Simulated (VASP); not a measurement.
# MgBe2S3 (P-4m2) in VASP: notebook, part 2 of 2

VASP 6.6.1. Earlier steps stand in the parts before.

## Step 5: Relaxation of cell and atoms, PBE

INCAR

```
PREC     = Accurate       # precision mode
ENCUT    = 600            # plane-wave cutoff, eV
EDIFF    = 1E-6           # SCF threshold, eV
ISMEAR   = 0              # smearing method
SIGMA    = 0.1            # smearing width, eV
LREAL    = F              # projectors in reciprocal space
LASPH    = T              # aspherical terms in the spheres
NELM     = 100            # most SCF steps
ALGO     = Normal         # electronic algorithm
ISIF     = 3              # what is computed and relaxed
LWAVE    = F              # write WAVECAR
LCHARG   = F              # write CHGCAR
GGA      = PE             # functional
IBRION   = 2              # ionic algorithm
NSW      = 90             # ionic steps
EDIFFG   = -0.04          # ionic threshold
```

KPOINTS

```
Automatic mesh
0
Gamma
  6 6 2
```

POSCAR

```
MgBe2S3
1.0
    3.5705376600      0.0000000000      0.0000000000
    0.0000000000      3.5705376600      0.0000000000
    0.0000000000      0.0000000000      7.8659676500
Mg Be S
1 2 3
Direct
    0.0000000000      0.0000000000      0.0000000000
    0.0000000000      0.5000000000      0.7376120100
    0.5000000000      0.0000000000      0.2623879900
    0.5000000000      0.5000000000      0.0000000000
    0.0000000000      0.5000000000      0.3786259900
    0.5000000000      0.0000000000      0.6213740100
```

Potentials or basis: VASP PAW PBE potentials, release 64 (Mg, Be, S).

Command:

```
> cat potpaw_PBE.64/Mg/POTCAR potpaw_PBE.64/Be/POTCAR potpaw_PBE.64/S/POTCAR > POTCAR
> mpirun -np 1 vasp_std > vasp.out
```

OUTCAR:

```text
PREC = Accurate
   ENCUT = 600
   EDIFF = 1E-6
   ISMEAR = 0
   LREAL = F
   LASPH = T
   NELM = 100
   ISIF = 3
   GGA = PE
   IBRION = 2
   NSW = 90
   EDIFFG = -0.04

 ion  position               nearest neighbor table
   1  0.000  0.000  0.000-   4 2.52   4 2.52   4 2.52   4 2.52   3 2.73   3 2.73   2 2.73   2 2.73

   2  0.000  0.500  0.738-   1 2.73   1 2.73
   3  0.500  0.000  0.262-   1 2.73   1 2.73
   4  0.500  0.500  0.000-   1 2.52   1 2.52   1 2.52   1 2.52
   5  0.000  0.500  0.379-
   6  0.500  0.000  0.621-

  LATTYP: Found a simple tetragonal cell.
 ALAT       =     3.5705376600
 C/A-ratio  =     2.2030204969

  Lattice vectors:
[... 192 lines left out ...]
  Total       -6.1474004     -6.1474004     -3.6305756      0.0000000      0.0000000      0.0000000
  in kB      -98.2161018    -98.2161018    -58.0051667      0.0000000      0.0000000      0.0000000
  external PRESSURE =     -84.8124568 kB  Pullay stress =       0.0000000 kB
[... 866 lines left out ...]
      3      -6.8627      2.00000
      4      -2.4433      2.00000
      5      -2.4053      2.00000
      6      -0.1978      2.00000
[... 8 lines left out ...]
     15       6.5174      0.00000
     16       8.0158      0.00000

[... ionic steps 4 to 23 ...]

--------------------------------------- Ionic step       24  -------------------------------------------

 number of electron      23.9999995 magnetization

------------------------ aborting loop because EDIFF is reached ----------------------------------------
[... 75 lines left out ...]
--------------------------------------- Ionic step       26  -------------------------------------------

 number of electron      23.9999993 magnetization

 Free energy of the ion-electron system (eV)
  ---------------------------------------------------
  ext. energy  EPLUGINS =         0.00000000
  ---------------------------------------------------
  free energy    TOTEN  =       -25.33792632 eV

  energy without entropy =      -25.33792632  energy(sigma->0) =      -25.33792632

 E-fermi :   2.8013     XC(G=0):  -8.1993

 val. band max:        2.3486001395   @ k =   0.5000   0.0000   0.0000
 cond. band min:       3.3566278259   @ k =   0.5000   0.5000   0.5000
 fundamental gap:      1.0080276864
 Fermi energy:         2.8012980279
[... 411 lines left out ...]
  FREE ENERGIE OF THE ION-ELECTRON SYSTEM (eV)
  ---------------------------------------------------
  free  energy   TOTEN  =       -25.3379263180 eV

  energy  without entropy=      -25.3379263180  energy(sigma->0) =      -25.33792632

 reached required accuracy - stopping structural energy minimisation
```

OSZICAR:

```text
N       E                     dE             d eps       ncg     rms          rms(c)
DAV:   1     0.114534546758E+03    0.11453E+03   -0.11259E+04   640   0.143E+03
DAV:   2    -0.999444009658E+01   -0.12453E+03   -0.12218E+03   864   0.214E+02
DAV:   3    -0.214604941639E+02   -0.11466E+02   -0.11070E+02   896   0.725E+01
[... 270 lines left out ...]
DAV:   4    -0.253379506706E+02    0.19565E-04   -0.69013E-05   864   0.505E-02    0.595E-02
DAV:   5    -0.253379242951E+02    0.26375E-04   -0.10725E-04   888   0.569E-02    0.132E-02
DAV:   6    -0.253379253854E+02   -0.10902E-05   -0.41910E-06   800   0.133E-02    0.584E-03
DAV:   7    -0.253379264283E+02   -0.10430E-05   -0.86036E-07   704   0.621E-03    0.315E-03
DAV:   8    -0.253379263180E+02    0.11032E-06   -0.15654E-07   416   0.243E-03
  26 F= -.25337926E+02 E0= -.25337926E+02  d E =-.374624E-03
```

CONTCAR:

```text
MgBe2S3
   1.00000000000000
     3.3441783124103286    0.0000000000000000    0.0000000000000000
     0.0000000000000000    3.3441783124103286   -0.0000000000000000
     0.0000000000000000    0.0000000000000000   10.9178396654831520
  Mg              Be              S
     1     2     3
Direct
     0.0000000000000000    0.0000000000000000    0.0000000000000000
     0.0000000000000000    0.5000000000000000    0.5723201148888680
     0.5000000000000000    0.0000000000000000    0.4276798851111321
     0.5000000000000000    0.5000000000000000    0.0000000000000000
     0.0000000000000000    0.5000000000000000    0.3835929966356831
     0.5000000000000000    0.0000000000000000    0.6164070033643169

  0.00000000E+00  0.00000000E+00  0.00000000E+00
  0.00000000E+00  0.00000000E+00  0.00000000E+00
  0.00000000E+00  0.00000000E+00  0.00000000E+00
  0.00000000E+00  0.00000000E+00  0.00000000E+00
  0.00000000E+00  0.00000000E+00  0.00000000E+00
  0.00000000E+00  0.00000000E+00  0.00000000E+00
```

Wall time 5.9 min (1 thread of Intel Xeon 6975P-C (Granite Rapids), shared host); peak memory 0.26 GiB.

What came out:

* Free energy: -25.3379 eV
* Relaxed volume: 20.35 Å³/atom
* Relaxed cell: a = 3.344 Å, b = 3.344 Å, c = 10.918 Å, α = 90.00°, β = 90.00°, γ = 90.00°
* Space group after relaxing (to 0.05 Å): P-4m2 (No. 115)
* Energy gained by relaxing: 801.9 meV/atom
* Ionic steps: 26
* Pressure after relaxing: 0.0 GPa
* Largest force after relaxing: 0.017 eV/Å
* Band gap on the k mesh: 1.01 eV, indirect (least direct gap 1.09 eV)

Forces in eV/Å, atoms in the order of the input:
```
Mg   0.000  0.000  0.000
Be   0.000  0.000  0.017
Be   0.000  0.000 -0.017
S    0.000  0.000  0.000
S    0.000  0.000  0.013
S    0.000  0.000 -0.013
```

Step by step:
```
step  energy change (eV)  largest force (eV/Å)  pressure (GPa)  volume (Å³)
   1              0.0000                2.4375           -8.48       100.28
   2             -1.3419                2.2805           -0.65        87.97
   3             -1.6464                1.9813            9.50        80.07
   4             -2.4699                1.4181            5.83        83.83
   5             -2.9048                1.7941            1.38        89.16
   6             -3.5909                1.5233           -0.57        93.27
   7             -4.4508                0.9960           -1.09       100.32
   8             -2.8193                6.9985           13.34       114.29
   9             -4.6902                0.3341            0.66       102.31
  10             -4.7241                0.1301            1.48       103.82
  11             -4.7245                0.2736            1.80       104.33
  12             -4.7209                0.7051           -2.40       111.98
  13             -4.7532                0.2848           -0.38       107.92
  14             -4.7718                0.2380            0.18       108.97
  15             -4.7781                0.1928            0.74       109.89
  16             -4.7899                0.1139            0.45       111.63
  17             -4.7977                0.1105           -0.01       115.00
  18             -4.7977                0.0959            0.02       114.74
  19             -4.8011                0.0755           -0.09       115.93
  20             -4.8067                0.1277           -0.35       119.48
  21             -4.8090                0.0715            0.50       119.80
  22             -4.8093                0.0451            0.27       119.72
  23             -4.8109                0.0402            0.23       120.89
  24             -4.8111                0.0475            0.21       121.61
  25             -4.8106                0.0987           -0.35       122.89
  26             -4.8115                0.0173           -0.01       122.10
```

Final structure:
```cif
data_structure
_symmetry_space_group_name_H-M 'P 1'
_symmetry_Int_Tables_number 1
_cell_length_a 3.3442
_cell_length_b 3.3442
_cell_length_c 10.9178
_cell_angle_alpha 90.000
_cell_angle_beta 90.000
_cell_angle_gamma 90.000
_cell_volume 122.10
loop_
_atom_site_label
_atom_site_type_symbol
_atom_site_fract_x
_atom_site_fract_y
_atom_site_fract_z
_atom_site_occupancy
Mg1 Mg 0.00000 0.00000 0.00000 1
Be1 Be 0.00000 0.50000 0.57232 1
Be2 Be 0.50000 0.00000 0.42768 1
S1 S 0.50000 0.50000 0.00000 1
S2 S 0.00000 0.50000 0.38359 1
S3 S 0.50000 0.00000 0.61641 1
```

Caveat: the volume moved by over 15 % at a fixed basis, so the end points are rough.

## Step 6: Relaxation of cell and atoms, PBE

This run uses another cell than the first one, of 20.86 Å³/atom, 1.248 times its volume.

INCAR

```
  PREC = Accurate
  ENCUT = 600
  EDIFF = 1E-7
  ISMEAR = 0
  SIGMA = 0.02
  LREAL = F
  LASPH = T
  NELM = 60
  ALGO = Normal
  ISIF = 3
  LWAVE = F
  LCHARG = F
  GGA = PE
  IBRION = 2
  NSW = 100
  EDIFFG = -0.01
```

KPOINTS

```
regular mesh
0
Gamma
  8 8 4
```

POSCAR

```
MgBe2S3
1.0
    3.3454456423      0.0000000000      0.0000000000
    0.0000000000      3.3454456423      0.0000000000
    0.0000000000      0.0000000000     11.1849352269
Mg Be S
1 2 3
Direct
    0.0000000000      0.0000000000      0.0000000000
    0.0000000000      0.5000000000      0.5710940877
    0.5000000000      0.0000000000      0.4289059123
    0.5000000000      0.5000000000      0.0000000000
    0.0000000000      0.5000000000      0.3865814600
    0.5000000000      0.0000000000      0.6134185400
```

Potentials or basis: VASP PAW PBE potentials, release 64 (Mg, Be, S).

Command:

```
> cat potpaw_PBE.64/Mg/POTCAR potpaw_PBE.64/Be/POTCAR potpaw_PBE.64/S/POTCAR > POTCAR
> mpirun -np 1 vasp_std > vasp.out
```

OUTCAR:

```text
PREC = Accurate
   ENCUT = 600
   EDIFF = 1E-7
   ISMEAR = 0
   LREAL = F
   LASPH = T
   NELM = 60
   ISIF = 3
   GGA = PE
   IBRION = 2
   NSW = 100
   EDIFFG = -0.01

 ion  position               nearest neighbor table
   1  0.000  0.000  0.000-   4 2.37   4 2.37   4 2.37   4 2.37
   2  0.000  0.500  0.571-   5 2.06   6 2.41   6 2.41   6 2.41   6 2.41
   3  0.500  0.000  0.429-   6 2.06   5 2.41   5 2.41   5 2.41   5 2.41
   4  0.500  0.500  0.000-   1 2.37   1 2.37   1 2.37   1 2.37
   5  0.000  0.500  0.387-   2 2.06   3 2.41   3 2.41   3 2.41   3 2.41
   6  0.500  0.000  0.613-   3 2.06   2 2.41   2 2.41   2 2.41   2 2.41

  LATTYP: Found a simple tetragonal cell.
 ALAT       =     3.3454456423
 C/A-ratio  =     3.3433319273

  Lattice vectors:

 A1 = (   3.3454456423,   0.0000000000,   0.0000000000)
[... 271 lines left out ...]
  ext. energy  EPLUGINS =         0.00000000
  ---------------------------------------------------
  free energy    TOTEN  =       -25.35928888 eV

  energy without entropy =      -25.35928888  energy(sigma->0) =      -25.35928888

 E-fermi :   2.2981     XC(G=0):  -8.0638

 val. band max:        2.1749686350   @ k =   0.5000   0.0000   0.0000
 cond. band min:       3.1978464065   @ k =   0.5000   0.5000   0.5000
 fundamental gap:      1.0228777715
 Fermi energy:         2.2980571916

 k-point     1 :       0.0000    0.0000    0.0000
  band No.  band energies     occupation
      1     -12.0853      2.00000
      2     -10.5485      2.00000
      3     -10.0608      2.00000
      4      -2.9584      2.00000
      5      -0.5205      2.00000
      6      -0.5205      2.00000
[... 433 lines left out ...]
      3      -8.9803      2.00000
      4      -3.7340      2.00000
      5      -3.7256      2.00000
      6      -2.3670      2.00000
[... 8 lines left out ...]
     15       6.2329      0.00000
     16       7.1303      0.00000

 [... further k-points ...]
[... 5 lines left out ...]
  --------------------------------------------------------------------------------------
  -------------------------------------------------------------------------------------
  Total        0.0039052      0.0039052      0.0339558      0.0000000      0.0000000      0.0000000
  in kB        0.0500753      0.0500753      0.4354017      0.0000000      0.0000000      0.0000000
  external PRESSURE =       0.1785174 kB  Pullay stress =       0.0000000 kB
[... 21 lines left out ...]
  FREE ENERGIE OF THE ION-ELECTRON SYSTEM (eV)
  ---------------------------------------------------
  free  energy   TOTEN  =       -25.3592888808 eV

  energy  without entropy=      -25.3592888808  energy(sigma->0) =      -25.35928888

 reached required accuracy - stopping structural energy minimisation
```

OSZICAR:

```text
N       E                     dE             d eps       ncg     rms          rms(c)
DAV:   1     0.129222970665E+03    0.12922E+03   -0.10787E+04  1440   0.138E+03
DAV:   2    -0.143150961635E+02   -0.14354E+03   -0.14022E+03  1976   0.216E+02
DAV:   3    -0.264852677794E+02   -0.12170E+02   -0.12098E+02  1848   0.745E+01
[... 28 lines left out ...]
DAV:   3    -0.253592904525E+02    0.29557E-05   -0.12908E-05  1896   0.178E-02    0.506E-03
DAV:   4    -0.253592898270E+02    0.62556E-06   -0.44954E-07  1928   0.397E-03    0.339E-03
DAV:   5    -0.253592890824E+02    0.74457E-06   -0.13086E-07  1432   0.239E-03    0.106E-03
DAV:   6    -0.253592889323E+02    0.15010E-06   -0.22438E-08  1032   0.113E-03    0.657E-04
DAV:   7    -0.253592888808E+02    0.51505E-07   -0.53459E-09  1000   0.566E-04
   3 F= -.25359289E+02 E0= -.25359289E+02  d E =-.135600E-03
```

Wall time 4.8 min (1 thread of Intel Xeon Platinum 8124M at 3.00GHz (Skylake/Cascade Lake), shared host); peak memory 0.34 GiB.

Results:

- Free energy: -25.3593 eV
- Relaxed volume: 20.82 Å³/atom
- Relaxed cell: a = 3.343 Å, b = 3.343 Å, c = 11.184 Å, α = 90.00°, β = 90.00°, γ = 90.00°
- Space group after relaxing (to 0.05 Å): P-4m2 (No. 115)
- Energy gained by relaxing: 0.0 meV/atom
- Ionic steps: 3
- Pressure after relaxing: 0.0 GPa
- Largest force after relaxing: 0.008 eV/Å
- Band gap on the k mesh: 1.02 eV, indirect (least direct gap 1.11 eV)

Forces in eV/Å, atoms in the order of the input:
```
Mg   0.000  0.000  0.000
Be   0.000  0.000 -0.007
Be   0.000  0.000  0.007
S    0.000  0.000  0.000
S    0.000  0.000 -0.008
S    0.000  0.000  0.008
```

The path:
```tsv
step	energy change (eV)	largest force (eV/Å)	pressure (GPa)	volume (Å³)
1	0.0000	0.0165	-0.12	125.18
2	-0.0001	0.0119	0.05	124.89
3	-0.0001	0.0085	0.02	124.95
```

Final structure:
```cif
data_structure
_symmetry_space_group_name_H-M 'P 1'
_symmetry_Int_Tables_number 1
_cell_length_a 3.3425
_cell_length_b 3.3425
_cell_length_c 11.1838
_cell_angle_alpha 90.000
_cell_angle_beta 90.000
_cell_angle_gamma 90.000
_cell_volume 124.95
loop_
_atom_site_label
_atom_site_type_symbol
_atom_site_fract_x
_atom_site_fract_y
_atom_site_fract_z
_atom_site_occupancy
Mg1 Mg 0.00000 0.00000 0.00000 1
Be1 Be 0.00000 0.50000 0.57104 1
Be2 Be 0.50000 0.00000 0.42896 1
S1 S 0.50000 0.50000 0.00000 1
S2 S 0.00000 0.50000 0.38660 1
S3 S 0.50000 0.00000 0.61340 1
```

A k mesh can miss the band edges.

## Step 7: Summary

```csv
task,cell,k mesh,cutoff (eV),smearing,gap on the mesh (eV),pressure (GPa),relaxed volume (Å³/atom),largest force (eV/Å)
single point,"a = 3.571, b = 3.571, c = 7.866 Å, 6 atoms",6 × 6 × 2,520,gaussian 0.1 eV,none,-8.5,-,2.44
single point,"a = 3.345, b = 3.345, c = 11.185 Å, 6 atoms",6 × 6 × 2,520,gaussian 0.1 eV,1.02,-0.1,-,0.02
single point,"a = 3.344, b = 3.344, c = 11.396 Å, 6 atoms",8 × 8 × 4,520,gaussian 0.02 eV,1.03,0.0,-,0.02
relaxation of cell and atoms,"relaxed from a = 3.571, b = 3.571, c = 7.866 Å, 6 atoms",6 × 6 × 2,600,gaussian 0.1 eV,1.01,0.0,20.35,0.02
relaxation of cell and atoms,"relaxed from a = 3.345, b = 3.345, c = 11.185 Å, 6 atoms",8 × 8 × 4,600,gaussian 0.02 eV,1.02,0.0,20.82,0.01
```

Alike in all rows: level PBE; potentials or basis VASP PAW PBE potentials, release 64 (Mg, Be, S); no spin polarisation.

Caveats: some runs use coarse meshes; forces of over 1 eV/Å act on the atoms, so gaps and moduli don't describe the material at rest (some runs); the volume moved by over 15 % at a fixed basis, so the end points are rough (some runs).

Absolute energies hang on the potentials; compare differences alone.
